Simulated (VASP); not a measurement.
# ZnS (P6_3mc) in VASP: a series of runs

The runs below take ZnS through single point, relaxation of cell and atoms, with PBE.

Everything below comes from runs of VASP 6.6.1. Logs are shortened: lines on timing, memory, paths and dates and some standing lists are left out, and cuts for length are marked.

**1. The cell of the first run**

Symmetry: P6_3mc, No. 186, hexagonal system. The conventional cell has a = 3.844 Å, b = 3.844 Å, c = 6.305 Å, α = 90.00°, β = 90.00°, γ = 120.00°. Within 3.1 Å of Zn (site symmetry 3m) lie 4 S at 2.36 Å. Within 3.1 Å of S (site symmetry 3m) lie 4 Zn at 2.36 Å.

**2. Single point, PBE**

INCAR reads:

```
SYSTEM = ZnS
PREC = Accurate
ENCUT = 500
EDIFF = 1E-6
ISMEAR = 0
SIGMA = 0.01
LREAL = Auto
LASPH = .TRUE.
NELM = 120
ALGO = Normal
ISIF = 2
LWAVE = .FALSE.
LCHARG = .FALSE.
GGA = PE
NBANDS = 246
GGA_COMPAT = .FALSE.
```

KPOINTS reads:

```
Automatic mesh
0
G
  1 1 1
  0 0 0
```

POSCAR reads:

```
ZnS
1.0
   -7.6881338714      0.0000000001     -6.3046430491
    3.8440669358      6.6581192403     -6.3046430491
    3.8440669357     -6.6581192404     -6.3046430491
Zn S
24 24
Direct
    0.8332444421      0.4999111088      0.6665777754
    0.4999111088      0.1665777754      0.3332444421
    0.6665777754      0.3332444421      0.9999111088
    0.1665777754      0.3332444421      0.4999111088
    0.6665777754      0.8332444421      0.4999111088
    0.3332444421      0.4999111088      0.1665777754
    0.9999111088      0.1665777754      0.8332444421
    0.8332444421      0.9999111088      0.1665777754
    0.4999111088      0.6665777754      0.8332444421
    0.3332444421      0.9999111088      0.6665777754
    0.9999111088      0.6665777754      0.3332444421
    0.1665777754      0.8332444421      0.9999111088
    0.4999111088      0.3332444421      0.6665777754
    0.1665777754      0.9999111088      0.3332444421
    0.3332444421      0.1665777754      0.9999111088
    0.8332444421      0.1665777754      0.4999111088
    0.3332444421      0.6665777754      0.4999111088
    0.9999111088      0.3332444421      0.1665777754
    0.6665777754      0.9999111088      0.8332444421
    0.4999111088      0.8332444421      0.1665777754
    0.1665777754      0.4999111088      0.8332444421
    0.9999111088      0.8332444421      0.6665777754
    0.6665777754      0.4999111088      0.3332444421
    0.8332444421      0.6665777754      0.9999111088
    0.7084222246      0.3750888912      0.5417555579
    0.3750888912      0.0417555579      0.2084222246
    0.5417555579      0.2084222246      0.8750888912
    0.0417555579      0.2084222246      0.3750888912
    0.5417555579      0.7084222246      0.3750888912
    0.2084222246      0.3750888912      0.0417555579
    0.8750888912      0.0417555579      0.7084222246
    0.7084222246      0.8750888912      0.0417555579
    0.3750888912      0.5417555579      0.7084222246
    0.2084222246      0.8750888912      0.5417555579
    0.8750888912      0.5417555579      0.2084222246
    0.0417555579      0.7084222246      0.8750888912
    0.3750888912      0.2084222246      0.5417555579
    0.0417555579      0.8750888912      0.2084222246
    0.2084222246      0.0417555579      0.8750888912
    0.7084222246      0.0417555579      0.3750888912
    0.2084222246      0.5417555579      0.3750888912
    0.8750888912      0.2084222246      0.0417555579
    0.5417555579      0.8750888912      0.7084222246
    0.3750888912      0.7084222246      0.0417555579
    0.0417555579      0.3750888912      0.7084222246
    0.8750888912      0.7084222246      0.5417555579
    0.5417555579      0.3750888912      0.2084222246
    0.7084222246      0.5417555579      0.8750888912
```

Potentials or basis: VASP PAW PBE potentials, release 64 (Zn, S).

Command:

```
cat potpaw_PBE.64/Zn/POTCAR potpaw_PBE.64/S/POTCAR > POTCAR
mpirun -np 1 vasp_gam > vasp.out
```

OUTCAR:

```text
SYSTEM = ZnS
   PREC = Accurate
   ENCUT = 500
   EDIFF = 1E-6
   ISMEAR = 0
   LREAL = Auto
   LASPH = .TRUE.
   NELM = 120
   ISIF = 2
   GGA = PE

 ion  position               nearest neighbor table
   1  0.833  0.500  0.667-  46 2.36  48 2.36  45 2.36  25 2.36
   2  0.500  0.167  0.333-  40 2.36  47 2.36  37 2.36  26 2.36
   3  0.667  0.333  1.000-  42 2.36  47 2.36  48 2.36  27 2.36
   4  0.167  0.333  0.500-  37 2.36  45 2.36  41 2.36  28 2.36
   5  0.667  0.833  0.500-  46 2.36  43 2.36  40 2.36  29 2.36
   6  0.333  0.500  0.167-  44 2.36  41 2.36  47 2.36  30 2.36
[... 40 lines left out ...]
  47  0.542  0.375  0.208-   2 2.36   3 2.36   6 2.36  23 2.36
  48  0.708  0.542  0.875-   9 2.36   1 2.36   3 2.36  24 2.36

  LATTYP: Found a trigonal (rhomboedric) cell.
 ALAT       =     9.9426317643
 COS(alpha) =     0.1031280889

  Lattice vectors:

 A1 = (  -7.6881338714,   0.0000000001,  -6.3046430491)
 A2 = (   3.8440669358,   6.6581192403,  -6.3046430491)
 A3 = (   3.8440669357,  -6.6581192404,  -6.3046430491)

Analysis of symmetry for initial positions (statically):
=====================================================================
 Subroutine PRICEL returns following result:

  LATTYP: Found a hexagonal cell.
 ALAT       =     3.8440669353
 C/A-ratio  =     1.6400971042

  Lattice vectors:

 A1 = (  -1.9220334683,  -3.3290596195,   0.0000000000)
 A2 = (  -1.9220334682,   3.3290596209,   0.0000000000)
 A3 = (  -0.0000000007,   0.0000000013,  -6.3046430491)

  12 primitive cells build up your supercell.

 Routine SETGRP: Setting up the symmetry group for a
 trigonal (rhombohedral) supercell.

 Subroutine GETGRP returns: Found  6 space group operations
 (whereof  3 operations were pure point group operations)
 out of a pool of 12 trial point group operations.

The static configuration has the point symmetry C_3 .
 The point group associated with its full space group is C_3v.

Analysis of symmetry for dynamics (positions and initial velocities):
=====================================================================
 Subroutine PRICEL returns following result:

  LATTYP: Found a hexagonal cell.
 ALAT       =     3.8440669353
 C/A-ratio  =     1.6400971042

  Lattice vectors:

 A1 = (  -1.9220334683,  -3.3290596195,   0.0000000000)
 A2 = (  -1.9220334682,   3.3290596209,   0.0000000000)
[... 94 lines left out ...]
   EDIFFG = 0.1E-04   stopping-criterion for IOM
   NSW    =      0    number of steps for IOM
   IBRION =     -1    ionic relax: 0-MD 1-quasi-New 2-CG
   NFREE  =      0    steps in history (QN), initial steepest desc. (CG)
   ISIF   =      2    stress and relaxation
   ISYM   =      2    0-nonsym 1-usesym 2-fastsym
   POTIM  = 0.5000    time-step for ionic-motion
   TEBEG  =    0.0;   TEEND  =   0.0 temperature during run
   PSTRESS=    0.0 pullay stress
   NELECT =     432.0000    total number of electrons
   NUPDOWN=      -1.0000    fix difference up-down
   EMIN   =  10.00;   EMAX   =-10.00  energy-range for DOS
   EFERMI =   0.00;   METHOD = LEGACY
   ISMEAR =     0;   SIGMA  =   0.01  broadening in eV -4-tet -1-fermi 0-gaus
   EFERMI_NEDOS =   21; number of points for ismear=-14 and -15
   IALGO  =     38    algorithm
   IMIX   =      4    mixing-type and parameters
     AMIX     =   0.40;   BMIX     =  1.00
     AMIX_MAG =   1.60;   BMIX_MAG =  1.00
  volume/ion in A,a.u.               =      20.17       136.12
  Fermi-wavevector in a.u.,A,eV,Ry     =   1.250983  2.364015 21.292544  1.564958
  Thomas-Fermi vector in A             =   2.384952
   LORBIT       =      0    0 simple, 1 ext, 2 COOP (PROOUT), +10 PAW based schemes
   GGA     = PE    functional components
   LHFCALC =     F    Hartree Fock is set to
   AEXX    =    0.0000 exact exchange contribution
   IVDW    =     0    specifies the selected vdW correction
   LEPSILON=     F    determine dielectric tensor
   LRPA    =     F    only Hartree local field effects (RPA)
 non-spin polarized calculation
 Gauss-broadening in eV      SIGMA  =   0.01
  energy-cutoff  :      500.00
  volume of cell :      968.18
 maximum number of plane-waves:     12273
 NGX is ok and might be reduce to    80

 number of electron     432.0000042 magnetization

 Free energy of the ion-electron system (eV)
  ---------------------------------------------------
  ext. energy  EPLUGINS =         0.00000000
  ---------------------------------------------------
  free energy    TOTEN  =      -163.97922335 eV

  energy without entropy =     -163.97922335  energy(sigma->0) =     -163.97922335

 E-fermi :   2.0299     XC(G=0):  -9.5206

 val. band max:        1.9240596820   @ k =   0.0000   0.0000   0.0000
 cond. band min:       4.0042036344   @ k =   0.0000   0.0000   0.0000
 fundamental gap:      2.0801439525
 Fermi energy:         2.0299086989

 k-point     1 :       0.0000    0.0000    0.0000
  band No.  band energies     occupation
      1     -11.0895      2.00000
      2     -10.4638      2.00000
      3     -10.4638      2.00000
      4     -10.4638      2.00000
      5     -10.4637      2.00000
      6     -10.4637      2.00000
[... 220 lines left out ...]
    227       6.1451      0.00000
    228       6.1451      0.00000
 [bands above 228 left out]

------------------------ aborting loop because EDIFF is reached ----------------------------------------

  FORCE on cell =-STRESS in cart. coord.  units (eV):
  Direction    XX          YY          ZZ          XY          YZ          ZX
  --------------------------------------------------------------------------------------
  -------------------------------------------------------------------------------------
  Total       -2.5850089     -2.5850089      2.4287854      0.0000000     -0.0000000     -0.0000000
  in kB       -4.2777792     -4.2777792      4.0192541      0.0000000     -0.0000000     -0.0000000
  external PRESSURE =      -1.5121014 kB  Pullay stress =       0.0000000 kB

 VOLUME and BASIS-vectors are now :
 -----------------------------------------------------------------------------
  energy-cutoff  :      500.00
  volume of cell :      968.18
      direct lattice vectors                 reciprocal lattice vectors
    -7.688133871  0.000000000 -6.304643049    -0.086713717  0.000000000 -0.052871087
     3.844066936  6.658119240 -6.304643049     0.043356859  0.075096282 -0.052871087
     3.844066936 -6.658119240 -6.304643049     0.043356859 -0.075096282 -0.052871087

 POSITION                                       TOTAL-FORCE (eV/Angst)
 -----------------------------------------------------------------------------------
     -1.92203     -1.10969    -12.60760        -0.000000     -0.000000      0.014895
     -1.92203     -1.10969     -6.30296        -0.000000     -0.000000      0.014895
      0.00000     -4.43875    -12.60760        -0.000000     -0.000000      0.014895
      1.92203     -1.10969     -6.30296        -0.000000     -0.000000      0.014895
      0.00000      2.21937    -12.60760        -0.000000     -0.000000      0.014895
      0.00000      2.21937     -6.30296        -0.000000     -0.000000      0.014895
[... 40 lines left out ...]
     -1.92203      1.10969     -7.09440         0.000000      0.000000     -0.014895
     -0.00000     -2.21937    -13.39905         0.000000      0.000000     -0.014895
 -----------------------------------------------------------------------------------
    total drift:                                0.000002     -0.000001      0.023602

  FREE ENERGIE OF THE ION-ELECTRON SYSTEM (eV)
  ---------------------------------------------------
  free  energy   TOTEN  =      -163.9792233549 eV

  energy  without entropy=     -163.9792233549  energy(sigma->0) =     -163.97922335
```

OSZICAR:

```text
N       E                     dE             d eps       ncg     rms          rms(c)
DAV:   1     0.594424845625E+04    0.59442E+04   -0.20055E+05   492   0.233E+03
DAV:   2     0.128846599350E+04   -0.46558E+04   -0.45541E+04   492   0.641E+02
DAV:   3    -0.308689753471E+01   -0.12916E+04   -0.12107E+04   538   0.247E+02
[... 13 lines left out ...]
DAV:  17    -0.163979238776E+03    0.96409E-05   -0.32856E-05   592   0.254E-02    0.407E-02
DAV:  18    -0.163979229278E+03    0.94982E-05   -0.66427E-06   472   0.952E-03    0.359E-02
DAV:  19    -0.163979222860E+03    0.64186E-05   -0.15846E-05   584   0.126E-02    0.260E-02
DAV:  20    -0.163979223161E+03   -0.30158E-06   -0.11844E-05   600   0.745E-03    0.121E-02
DAV:  21    -0.163979223355E+03   -0.19376E-06   -0.63029E-07   264   0.242E-03
   1 F= -.16397922E+03 E0= -.16397922E+03  d E =-.247764E-50
```

Wall time 12 min (1 thread of Intel Xeon Platinum 8488C (Sapphire Rapids), shared host); peak memory 0.94 GiB.

What came out:

- Free energy: -163.9792 eV
- Pressure: -0.2 GPa
- Largest force: 0.015 eV/Å
- Band gap on the k mesh: 2.08 eV

Forces in eV/Å, atoms in the order of the input:
```
Zn   0.000  0.000  0.015
Zn   0.000  0.000  0.015
Zn   0.000  0.000  0.015
Zn   0.000  0.000  0.015
Zn   0.000  0.000  0.015
Zn   0.000  0.000  0.015
Zn   0.000  0.000  0.015
Zn   0.000  0.000  0.015
Zn   0.000  0.000  0.015
Zn   0.000  0.000  0.015
Zn   0.000  0.000  0.015
Zn   0.000  0.000  0.015
Zn   0.000  0.000  0.015
Zn   0.000  0.000  0.015
Zn   0.000  0.000  0.015
Zn   0.000  0.000  0.015
Zn   0.000  0.000  0.015
Zn   0.000  0.000  0.015
Zn   0.000  0.000  0.015
Zn   0.000  0.000  0.015
Zn   0.000  0.000  0.015
Zn   0.000  0.000  0.015
Zn   0.000  0.000  0.015
Zn   0.000  0.000  0.015
S    0.000  0.000 -0.015
S    0.000  0.000 -0.015
S    0.000  0.000 -0.015
S    0.000  0.000 -0.015
S    0.000  0.000 -0.015
S    0.000  0.000 -0.015
S    0.000  0.000 -0.015
S    0.000  0.000 -0.015
S    0.000  0.000 -0.015
S    0.000  0.000 -0.015
S    0.000  0.000 -0.015
S    0.000  0.000 -0.015
S    0.000  0.000 -0.015
S    0.000  0.000 -0.015
S    0.000  0.000 -0.015
S    0.000  0.000 -0.015
S    0.000  0.000 -0.015
S    0.000  0.000 -0.015
S    0.000  0.000 -0.015
S    0.000  0.000 -0.015
S    0.000  0.000 -0.015
S    0.000  0.000 -0.015
S    0.000  0.000 -0.015
S    0.000  0.000 -0.015
```

Caveat: the k points lie up to 0.64 Å⁻¹ apart.

**3. Relaxation of cell and atoms, PBE, target pressure 10 GPa, at which the enthalpy is minimised**

This run uses another cell than the first one: it holds 4 atoms, not 48.

INCAR reads:

```
SYSTEM = ZnS
  ALGO = Normal
  EDIFF = 1E-6
  EDIFFG = -0.008
  ENCUT = 600
  GGA = PE
  IBRION = 2
  ISIF = 3
  ISMEAR = 0
  LASPH = .TRUE.
  LCHARG = .FALSE.
  LREAL = .FALSE.
  LWAVE = .FALSE.
  NELM = 60
  NSW = 70
  PREC = Accurate
  PSTRESS = 100.0
  SIGMA = 0.02
```

KPOINTS reads:

```
k-points
0
G
  12 12 6
  0 0 0
```

POSCAR reads:

```
ZnS
1.0
    3.6969194644      0.0000000000      0.0000000000
   -1.8484597322      3.2016261720      0.0000000000
    0.0000000000      0.0000000000      6.0735297955
Zn S
2 2
Direct
    0.3333333333      0.6666666667      0.0005128742
    0.6666666667      0.3333333333      0.5005128742
    0.3333333333      0.6666666667      0.3744871258
    0.6666666667      0.3333333333      0.8744871258
```

Potentials or basis: VASP PAW PBE potentials, release 64 (Zn, S).

Command:

```
cat potpaw_PBE.64/Zn/POTCAR potpaw_PBE.64/S/POTCAR > POTCAR
mpirun -np 1 vasp_std > vasp.out
```

Run time: 6.9 min. Hardware: 1 thread of Oxide Virtual Turin-like, shared host; peak memory 0.26 GiB.

The run converged. Its results:

* Free energy: -13.4511 eV
* Relaxed volume: 18.08 Å³/atom
* Relaxed cell: a = 3.701 Å, b = 3.701 Å, c = 6.097 Å, α = 90.00°, β = 90.00°, γ = 120.00°
* Space group after relaxing (to 0.05 Å): P6_3mc (No. 186)
* Energy change on relaxing (the enthalpy is what falls): -6.8 meV/atom
* Ionic steps: 9
* Pressure after relaxing: 10.0 GPa
* Band gap on the k mesh: 2.57 eV, direct

Step by step:
```tsv
step	energy change (eV)	largest force (eV/Å)	pressure (GPa)	volume (Å³)
1	0.0000	0.0233	10.60	71.89
2	-0.0441	0.0080	9.53	72.59
3	-0.0253	0.0147	10.01	72.28
4	-0.0263	0.0141	9.94	72.30
5	-0.0257	0.0149	10.00	72.29
6	-0.0255	0.0104	9.96	72.28
7	-0.0247	0.0024	10.07	72.27
8	-0.0304	0.0002	9.89	72.36
9	-0.0270	0.0016	10.00	72.31
```

Final structure:
```
Zn S
1.0
     3.70052    0.00000    0.00000
    -1.85026    3.20474    0.00000
     0.00000    0.00000    6.09706
Zn S
2 2
Direct
  0.33333 0.66667 0.00108
  0.66667 0.33333 0.50108
  0.33333 0.66667 0.37392
  0.66667 0.33333 0.87392
```

Levels at points of the mesh, in eV from the valence-band top:
```tsv
k point	band 16	band 17	band 18	band 19	band 20	band 21
(0.00, 0.00, 0.00)	-0.12	0.00	0.00	2.57	3.28	6.25
(0.50, 0.00, 0.00)	-2.55	-1.97	-1.01	3.59	4.44	5.01
(0.00, 0.00, 0.50)	-0.54	-0.54	-0.54	3.81	3.81	6.73
(0.50, 0.00, 0.50)	-1.88	-1.84	-1.84	3.52	3.52	5.15
```

Caveat: the cell is relaxed towards a set pressure, so the enthalpy falls and the energy may rise.

**4. Relaxation of cell and atoms, PBE, target pressure 5 GPa, at which the enthalpy is minimised**

This run uses another cell than the first one: it holds 4 atoms, not 48.

INCAR reads:

```
SYSTEM = ZnS
  ALGO = Normal
  EDIFF = 1E-6
  EDIFFG = -0.008
  ENCUT = 600
  GGA = PE
  IBRION = 2
  ISIF = 3
  ISMEAR = 0
  LASPH = .True.
  LCHARG = .False.
  LREAL = .False.
  LWAVE = .False.
  NELM = 60
  NSW = 70
  PREC = Accurate
  PSTRESS = 50.0
  SIGMA = 0.02
```

KPOINTS reads:

```
k-points
0
Gamma
  12 12 6
  0 0 0
```

POSCAR reads:

```
ZnS
1.0
    3.7617566055      0.0000000000      0.0000000000
   -1.8808783027      3.2577767833      0.0000000000
    0.0000000000      0.0000000000      6.1737485204
Zn S
2 2
Direct
    0.3333333333      0.6666666667      0.0003761282
    0.6666666667      0.3333333333      0.5003761282
    0.3333333333      0.6666666667      0.3746238718
    0.6666666667      0.3333333333      0.8746238718
```

Command:

```
cat potpaw_PBE.64/Zn/POTCAR potpaw_PBE.64/S/POTCAR > POTCAR
mpirun -np 1 vasp_std > vasp.out
```

Run time: 4.8 min. Hardware: 1 thread of Oxide Virtual Turin-like, shared host; peak memory 0.26 GiB.

The run converged. Its results:

| Quantity | Value |
| --- | --- |
| Free energy | -13.6203 eV |
| Relaxed volume | 18.99 Å³/atom |
| Relaxed cell | a = 3.767 Å, b = 3.767 Å, c = 6.183 Å, α = 90.00°, β = 90.00°, γ = 120.00° |
| Space group after relaxing (to 0.05 Å) | P6_3mc (No. 186) |
| Energy change on relaxing (the enthalpy is what falls) | -2.5 meV/atom |
| Ionic steps | 3 |
| Pressure after relaxing | 5.0 GPa |
| Largest force after relaxing | 0.007 eV/Å |
| Band gap on the k mesh | 2.36 eV, direct |

Forces on the atoms (eV/Å):
```
Zn   0.000  0.000  0.007
Zn   0.000  0.000  0.007
S    0.000  0.000 -0.007
S    0.000  0.000 -0.007
```

The path:
| step | energy change (eV) | largest force (eV/Å) | pressure (GPa) | volume (Å³) |
| --- | --- | --- | --- | --- |
| 1 | 0.0000 | 0.0105 | 5.38 | 75.66 |
| 2 | -0.0156 | 0.0050 | 4.77 | 76.15 |
| 3 | -0.0101 | 0.0071 | 4.98 | 75.97 |

Final structure:
```
CELL_PARAMETERS angstrom
3.76666 0.00000 0.00000
-1.88333 3.26203 0.00000
0.00000 0.00000 6.18313
ATOMIC_POSITIONS crystal
Zn 0.33333 0.66667 0.00043
Zn 0.66667 0.33333 0.50043
S 0.33333 0.66667 0.37457
S 0.66667 0.33333 0.87457
```

Levels at points of the mesh, in eV from the valence-band top:
| k point | band 15 | band 16 | band 17 | band 18 | band 19 | band 20 | band 21 | band 22 |
| --- | --- | --- | --- | --- | --- | --- | --- | --- |
| (0.00, 0.00, 0.00) | -0.94 | -0.09 | 0.00 | 0.00 | 2.36 | 3.17 | 6.29 | 6.29 |
| (0.50, 0.00, 0.00) | -3.44 | -2.36 | -1.79 | -0.94 | 3.64 | 4.34 | 5.08 | 6.89 |
| (0.00, 0.00, 0.50) | -0.49 | -0.49 | -0.49 | -0.49 | 3.66 | 3.66 | 6.75 | 6.75 |
| (0.50, 0.00, 0.50) | -1.72 | -1.72 | -1.70 | -1.70 | 3.55 | 3.55 | 5.20 | 5.20 |

Caveat: the cell is relaxed towards a set pressure, so the enthalpy falls and the energy may rise.

(Continued in part 2 of 2.)
